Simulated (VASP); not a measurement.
# B2SbP3 (P6mm) in VASP: further runs, part 2 of 2

VASP 6.6.1. The steps go on from the part before.

## Step 4: Relaxation of cell and atoms, PBE

This run uses another cell than the first one, of 15.65 Å³/atom, 1.018 times its volume.

INCAR reads:

```
SYSTEM = B2SbP3
  ALGO = Normal
  EDIFF = 1E-6
  EDIFFG = -0.01
  ENCUT = 600
  GGA = PE
  IBRION = 2
  ISIF = 3
  ISMEAR = 0
  LASPH = .TRUE.
  LCHARG = .FALSE.
  LREAL = .FALSE.
  LWAVE = .FALSE.
  NELM = 60
  NSW = 100
  PREC = Accurate
  SIGMA = 0.1
```

KPOINTS reads:

```
k-points
0
G
  12 12 8
  0 0 0
```

POSCAR reads:

```
B2SbP3
1.0
    4.3509246503      0.0000000000      0.0000000000
   -2.1754623251      3.7680112771      0.0000000000
    0.0000000000      0.0000000000      5.7275819719
B Sb P
2 1 3
Direct
    0.3333333333      0.6666666667      0.5827217247
    0.6666666667      0.3333333333      0.5827217247
    0.0000000000      0.0000000000      0.4665888472
    0.3333333333      0.6666666667      0.9230715682
    0.6666666667      0.3333333333      0.9230715682
    0.0000000000      0.0000000000      0.9913771070
```

Potentials or basis: VASP PAW PBE potentials, release 64 (B, Sb, P).

Command:

```bash
> cat potpaw_PBE.64/B/POTCAR potpaw_PBE.64/Sb/POTCAR potpaw_PBE.64/P/POTCAR > POTCAR
> mpirun -np 1 vasp_std > vasp.out
```

OUTCAR:

```text
SYSTEM = B2SbP3
   EDIFF = 1E-6
   EDIFFG = -0.01
   ENCUT = 600
   GGA = PE
   IBRION = 2
   ISIF = 3
   ISMEAR = 0
   LASPH = .TRUE.
   LREAL = .FALSE.
   NELM = 60
   NSW = 100
   PREC = Accurate

 ion  position               nearest neighbor table
   1  0.333  0.667  0.583-   4 1.95   3 2.60   3 2.60   3 2.60
   2  0.667  0.333  0.583-   5 1.95   3 2.60   3 2.60   3 2.60
   3  0.000  0.000  0.467-   1 2.60   2 2.60   1 2.60   2 2.60   2 2.60   1 2.60   6 2.72   6 3.01

   4  0.333  0.667  0.923-   1 1.95   5 2.51   5 2.51   5 2.51   6 2.54   6 2.54   6 2.54
   5  0.667  0.333  0.923-   2 1.95   4 2.51   4 2.51   4 2.51   6 2.54   6 2.54   6 2.54
   6  0.000  0.000  0.991-   4 2.54   5 2.54   4 2.54   5 2.54   5 2.54   4 2.54   3 2.72   3 3.01

  LATTYP: Found a hexagonal cell.
 ALAT       =     4.3509246503
 C/A-ratio  =     1.3164056913

  Lattice vectors:

 A1 = (   4.3509246503,   0.0000000000,   0.0000000000)
 A2 = (  -2.1754623251,   3.7680112771,   0.0000000000)
 A3 = (   0.0000000000,   0.0000000000,   5.7275819719)

Analysis of symmetry for initial positions (statically):
=====================================================================
 Subroutine PRICEL returns:
 Original cell was already a primitive cell.

 Routine SETGRP: Setting up the symmetry group for a
 hexagonal supercell.

 Subroutine GETGRP returns: Found 12 space group operations
 (whereof 12 operations were pure point group operations)
 out of a pool of 24 trial point group operations.

The static configuration has the point symmetry C_6v.

Analysis of symmetry for dynamics (positions and initial velocities):
=====================================================================
 Subroutine PRICEL returns:
 Original cell was already a primitive cell.

 Routine SETGRP: Setting up the symmetry group for a
 hexagonal supercell.

 Subroutine GETGRP returns: Found 12 space group operations
 (whereof 12 operations were pure point group operations)
 out of a pool of 24 trial point group operations.

The dynamic configuration has the point symmetry C_6v.

 Subroutine INISYM returns: Found 12 space group operations
 (whereof 12 operations are pure point group operations),
 and found     1 'primitive' translations

----------------------------------------------------------------------------------------

                                     Primitive cell

  volume of cell :      93.8999

  direct lattice vectors                    reciprocal lattice vectors
     4.350924650  0.000000000  0.000000000     0.229836203  0.132695994  0.000000000
    -2.175462325  3.768011277  0.000000000     0.000000000  0.265391987  0.000000000
     0.000000000  0.000000000  5.727581972     0.000000000  0.000000000  0.174593747

  length of vectors
     4.350924650  4.350924650  5.727581972     0.265391987  0.265391987  0.174593747

  position of ions in fractional coordinates (direct lattice)
     0.333333333  0.666666667  0.582721725
     0.666666667  0.333333333  0.582721725
     0.000000000  0.000000000  0.466588847
     0.333333333  0.666666667  0.923071568
     0.666666667  0.333333333  0.923071568
     0.000000000  0.000000000  0.991377107

  ion indices of the primitive-cell ions
   primitive index   ion index
                 1           1
                 2           2
[... 67 lines left out ...]
   PREC   = accura    normal or accurate (medium, high low for compatibility)
   ISTART =      0    job   : 0-new  1-cont  2-samecut
   ICHARG =      2    charge: 1-file 2-atom 10-const
   ISPIN  =      1    spin polarized calculation?
   LNONCOLLINEAR =      F non collinear calculations
   LSORBIT =      F    spin-orbit coupling
   LASPH  =      T    aspherical Exc in radial PAW
   ENCUT  =  600.0 eV  44.10 Ry    6.64 a.u.   8.69  8.69 11.44*2*pi/ulx,y,z
   NELM   =     60;   NELMIN=  2; NELMDL= -5     # of ELM steps
   EDIFF  = 0.1E-05   stopping-criterion for ELM
   LREAL  =      F    real-space projection
   EDIFFG = -.1E-01   stopping-criterion for IOM
   NSW    =    100    number of steps for IOM
   IBRION =      2    ionic relax: 0-MD 1-quasi-New 2-CG
   NFREE  =      1    steps in history (QN), initial steepest desc. (CG)
   ISIF   =      3    stress and relaxation
   ISYM   =      2    0-nonsym 1-usesym 2-fastsym
   POTIM  = 0.5000    time-step for ionic-motion
   TEBEG  =    0.0;   TEEND  =   0.0 temperature during run
   PSTRESS=    0.0 pullay stress
   NELECT =      26.0000    total number of electrons
   NUPDOWN=      -1.0000    fix difference up-down
   EMIN   =  10.00;   EMAX   =-10.00  energy-range for DOS
   EFERMI =   0.00;   METHOD = LEGACY
   ISMEAR =     0;   SIGMA  =   0.10  broadening in eV -4-tet -1-fermi 0-gaus
   EFERMI_NEDOS =   21; number of points for ismear=-14 and -15
   IALGO  =     38    algorithm
   IMIX   =      4    mixing-type and parameters
     AMIX     =   0.40;   BMIX     =  1.00
     AMIX_MAG =   1.60;   BMIX_MAG =  1.00
  volume/ion in A,a.u.               =      15.65       105.61
  Fermi-wavevector in a.u.,A,eV,Ry     =   1.067032  2.016399 15.491023  1.138558
  Thomas-Fermi vector in A             =   2.202636
   LORBIT       =      0    0 simple, 1 ext, 2 COOP (PROOUT), +10 PAW based schemes
   GGA     = PE    functional components
   LHFCALC =     F    Hartree Fock is set to
   AEXX    =    0.0000 exact exchange contribution
   IVDW    =     0    specifies the selected vdW correction
   LEPSILON=     F    determine dielectric tensor
   LRPA    =     F    only Hartree local field effects (RPA)
 conjugate gradient relaxation of ions
 non-spin polarized calculation
 Gauss-broadening in eV      SIGMA  =   0.10
  energy-cutoff  :      600.00
  volume of cell :       93.90
 maximum number of plane-waves:      3173
 NGX is ok and might be reduce to    36
   NGX = 17   NGY = 17   NGZ = 23

--------------------------------------- Ionic step        1  -------------------------------------------

 number of electron      25.9999999 magnetization

 Free energy of the ion-electron system (eV)
  ---------------------------------------------------
  ext. energy  EPLUGINS =         0.00000000
  ---------------------------------------------------
  free energy    TOTEN  =       -28.03701257 eV

  energy without entropy =      -28.02026214  energy(sigma->0) =      -28.02863735

------------------------ aborting loop because EDIFF is reached ----------------------------------------

  FORCE on cell =-STRESS in cart. coord.  units (eV):
  Direction    XX          YY          ZZ          XY          YZ          ZX
  --------------------------------------------------------------------------------------
  -------------------------------------------------------------------------------------
  Total        0.2523666      0.2523666     -0.7500120      0.0000000     -0.0000000      0.0000000
  in kB        4.3060339      4.3060339    -12.7971632      0.0000000     -0.0000000      0.0000000
  external PRESSURE =      -1.3950318 kB  Pullay stress =       0.0000000 kB
[... 101 lines left out ...]
  FREE ENERGIE OF THE ION-ELECTRON SYSTEM (eV)
  ---------------------------------------------------
  free  energy   TOTEN  =       -28.0471215046 eV

  energy  without entropy=      -28.0315998601  energy(sigma->0) =      -28.03936068

[... ionic steps 4 to 9 ...]

--------------------------------------- Ionic step       10  -------------------------------------------

 number of electron      25.9999998 magnetization

------------------------ aborting loop because EDIFF is reached ----------------------------------------
[... 75 lines left out ...]
--------------------------------------- Ionic step       12  -------------------------------------------

 number of electron      25.9999998 magnetization

 Free energy of the ion-electron system (eV)
  ---------------------------------------------------
  ext. energy  EPLUGINS =         0.00000000
  ---------------------------------------------------
  free energy    TOTEN  =       -28.05984254 eV

  energy without entropy =      -28.04554985  energy(sigma->0) =      -28.05269620

 E-fermi :   7.9600     XC(G=0): -10.6541

 val. band max:        7.9577647817   @ k =   0.1667   0.0833   0.1250
 cond. band min:       7.9609600631   @ k =   0.3333   0.3333   0.3750
 fundamental gap:      0.0031952814
 Fermi energy:         7.9599702399

 k-point     1 :       0.0000    0.0000    0.0000
  band No.  band energies     occupation
      1      -8.0045      2.00000
      2      -3.1987      2.00000
      3      -1.4032      2.00000
      4      -0.1800      2.00000
      5       1.9969      2.00000
      6       2.4665      2.00000
[... 457 lines left out ...]
      4      -1.5057      2.00000
      5       0.4555      2.00000
      6       0.8498      2.00000
[... 9 lines left out ...]
     16      10.1478      0.00000
     17      10.8439      0.00000

 [... further k-points ...]
[... 5 lines left out ...]
  --------------------------------------------------------------------------------------
  -------------------------------------------------------------------------------------
  Total        0.0035658      0.0035658     -0.0422704      0.0000000      0.0000000      0.0000000
  in kB        0.0619574      0.0619574     -0.7344687      0.0000000      0.0000000      0.0000000
  external PRESSURE =      -0.2035179 kB  Pullay stress =       0.0000000 kB
[... 21 lines left out ...]
  FREE ENERGIE OF THE ION-ELECTRON SYSTEM (eV)
  ---------------------------------------------------
  free  energy   TOTEN  =       -28.0598425423 eV

  energy  without entropy=      -28.0455498483  energy(sigma->0) =      -28.05269620

 reached required accuracy - stopping structural energy minimisation
```

It took 11 min on 1 thread of AMD EPYC 9R45 (Zen 5), shared host; peak memory 0.36 GiB.

What came out:

```yaml
Free_energy: -28.0598 eV
Relaxed_volume: 15.37 Å³/atom
Relaxed_cell: a = 4.363 Å, b = 4.363 Å, c = 5.592 Å, α = 90.00°, β = 90.00°, γ = 120.00°
Space_group_after_relaxing_to_0.05_Å: P6mm (No. 183)
Energy_gained_by_relaxing: 3.8 meV/atom
Ionic_steps: 12
Pressure_after_relaxing: 0.0 GPa
Largest_force_after_relaxing: 0.010 eV/Å
Band_gap_on_the_k_mesh: zero (band 13 reaches 9.24 eV, above the bottom of band 14 at 6.50 eV)
```

Forces on the atoms (eV/Å):
```
B    0.000  0.000 -0.007
B    0.000  0.000 -0.007
Sb   0.000  0.000  0.010
P    0.000  0.000  0.002
P    0.000  0.000  0.002
P    0.000  0.000  0.001
```

Stress tensor (GPa, compression positive):
```
 0.01  0.00  0.00
 0.00  0.01  0.00
 0.00  0.00 -0.07
```

The path:
```csv
step,energy change (eV),largest force (eV/Å),pressure (GPa),volume (Å³)
1,0.0000,0.2594,-0.14,93.90
2,-0.0075,0.2011,-0.10,93.71
3,-0.0101,0.2936,-0.04,93.52
4,-0.0142,0.2304,-0.17,93.42
5,-0.0200,0.1162,-0.52,93.12
6,-0.0201,0.1220,-0.56,93.08
7,-0.0216,0.1032,-0.29,92.70
8,-0.0222,0.0704,0.21,92.06
9,-0.0223,0.0776,0.11,92.19
10,-0.0226,0.0427,0.07,92.19
11,-0.0228,0.0144,0.02,92.19
12,-0.0228,0.0096,-0.02,92.21
```

Final structure:
```yaml
crystal:
  lattice:
    - [4.36336, 0.00000, 0.00000]
    - [-2.18168, 3.77878, 0.00000]
    - [0.00000, 0.00000, 5.59244]
  atoms:
    - { symbol: B, position: [0.33333, 0.66667, 0.58170] }
    - { symbol: B, position: [0.66667, 0.33333, 0.58170] }
    - { symbol: Sb, position: [0.00000, 0.00000, 0.46261] }
    - { symbol: P, position: [0.33333, 0.66667, 0.93094] }
    - { symbol: P, position: [0.66667, 0.33333, 0.93094] }
    - { symbol: P, position: [0.00000, 0.00000, 0.98166] }
```

Caveat: spin-orbit coupling is left out, which moves the levels of the heavy elements.

## Step 5: Summary

```csv
task,cell,k mesh,cutoff (eV),gap on the mesh (eV),pressure (GPa),relaxed volume (Å³/atom),largest force (eV/Å)
single point,"a = 4.366, b = 4.366, c = 5.584 Å, angles 90.0, 90.0, 120.0°, 6 atoms",12 × 12 × 8,520,none,-0.1,-,0.02
relaxation of cell and atoms,"relaxed from a = 4.705, b = 4.705, c = 6.506 Å, angles 90.0, 90.0, 120.0°, 6 atoms",6 × 6 × 4,600,none,0.0,15.37,0.02
relaxation of cell and atoms,"relaxed from a = 4.351, b = 4.351, c = 5.728 Å, angles 90.0, 90.0, 120.0°, 6 atoms",12 × 12 × 8,600,none,0.0,15.37,0.01
```

Alike in all rows: level PBE; potentials or basis VASP PAW PBE potentials, release 64 (B, Sb, P); no spin polarisation; smearing gaussian 0.1 eV.

Caveats: spin-orbit coupling is left out, which moves the levels of the heavy elements; the volume moved by over 15 % at a fixed basis, so the end points are rough (some runs); this functional lacks dispersion, which binds the layers, so the pressure and a relaxed spacing across them are unreliable (some runs).

Total energies depend on the potentials used, so only differences within one code and one set of settings carry meaning.
